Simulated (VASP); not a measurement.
Set up this calculation in VASP 6.6.1, as the native input.

```yaml
Task: single point
Functional: LDA
Potentials_or_basis: VASP PAW LDA potentials, release 64 (Rb_sv)
Cutoff: 520 eV
k_mesh: 7 × 7 × 7
Occupations: fermi-dirac, width 0.02 eV
Spin: no spin polarisation
Dipole_correction: no
Further_INCAR_settings: ALGO = Normal; EDIFF = 1e-06; NBANDS = 10
```

The structure of Rb lies in POSCAR:

```
Rb
1.0
   -2.6891990508      2.6891990508      2.6891990508
    2.6891990508     -2.6891990508      2.6891990508
    2.6891990508      2.6891990508     -2.6891990508
Rb
1
Direct
    0.0000000000      0.0000000000      0.0000000000
```

One way to write it, as run:

INCAR

```
PREC = Accurate ; ENCUT = 520
EDIFF = 1E-6 ; ISMEAR = -1
SIGMA = 0.02 ; LREAL = F
LASPH = T ; NELM = 100
ALGO = Normal ; ISIF = 2
LWAVE = F ; LCHARG = T
LELF = T ; LVHAR = T
NBANDS = 10
```

KPOINTS

```
Automatic mesh
0
Gamma
  7 7 7
```

Potentials or basis: VASP PAW LDA potentials, release 64 (Rb_sv).

Command:

```sh
$ cat potpaw_LDA.64/Rb_sv/POTCAR > POTCAR
$ mpirun -np 1 vasp_std > vasp.out
```

It gave:

* Pressure: 0.0 GPa

Wall time 10 s on 1 thread of Intel Xeon 6975P-C, on a shared host, peak memory 0.16 GiB.
